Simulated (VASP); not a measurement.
Set up this calculation in VASP 6.6.1, as the native input.

- Task: relaxation of cell and atoms
- Functional: PBEsol
- Potentials or basis: VASP PAW PBE potentials, release 64 (Cd)
- Cutoff: 600 eV
- k mesh: 12 × 12 × 12
- Occupations: methfessel-paxton, width 0.1 eV
- Spin: no spin polarisation
- Target pressure: 10 GPa
- Dipole correction: no
- Further INCAR settings: ALGO = Normal; EDIFF = 1e-06; IBRION = 2; EDIFFG = -0.02; NSW = 80; ISIF = 3

The structure of Cd lies in POSCAR:

```
Cd
1.0
    0.0000000000      3.0400000000      3.0400000000
    3.0400000000      0.0000000000      3.0400000000
    3.0400000000      3.0400000000      0.0000000000
Cd
2
Direct
    0.0000000000      0.0000000000      0.0000000000
    0.2500000000      0.2500000000      0.2500000000
```

This isn't the form of Cd at room conditions, which is hcp.

These files were run (other wordings do the same):

INCAR

```
PREC = Accurate
ENCUT = 600
EDIFF = 1E-6
ISMEAR = 1
SIGMA = 0.1
LREAL = F
LASPH = T
NELM = 80
ALGO = Normal
ISIF = 3
LWAVE = F
LCHARG = F
GGA = PS
IBRION = 2
NSW = 80
EDIFFG = -0.02
PSTRESS = 100.0
```

KPOINTS

```
regular mesh
0
Gamma
  12 12 12
```

Potentials or basis: VASP PAW PBE potentials, release 64 (Cd).

Launch:

```console
$ cat potpaw_PBE.64/Cd/POTCAR > POTCAR
$ mpirun -np 1 vasp_std > vasp.out
```

It gave:

| Property | Result |
| --- | --- |
| Relaxed volume | 26.90 Å³/atom |
| Relaxed cell | a = 4.238 Å, b = 4.238 Å, c = 4.238 Å, α = 60.00°, β = 60.00°, γ = 60.00° |
| Space group after relaxing (to 0.1 Å) | Fd-3m (No. 227) |
| Energy change on relaxing (the run minimises the enthalpy) | +63.4 meV/atom |
| Ionic steps | 3 |
| Pressure after relaxing | 10.0 GPa |
| Band gap on the k mesh | zero (bands 12 and 13 overlap by 6.74 eV) |

Caveat: the cell is relaxed towards a set pressure, so the run minimises the enthalpy, not the energy; the PAW data sets were made with another functional, which shifts forces and pressure a little.

Run time: 50 s on 1 thread of Intel(R) Xeon(R) 6975P-C (Granite Rapids), on a shared host, peak memory 0.26 GiB.
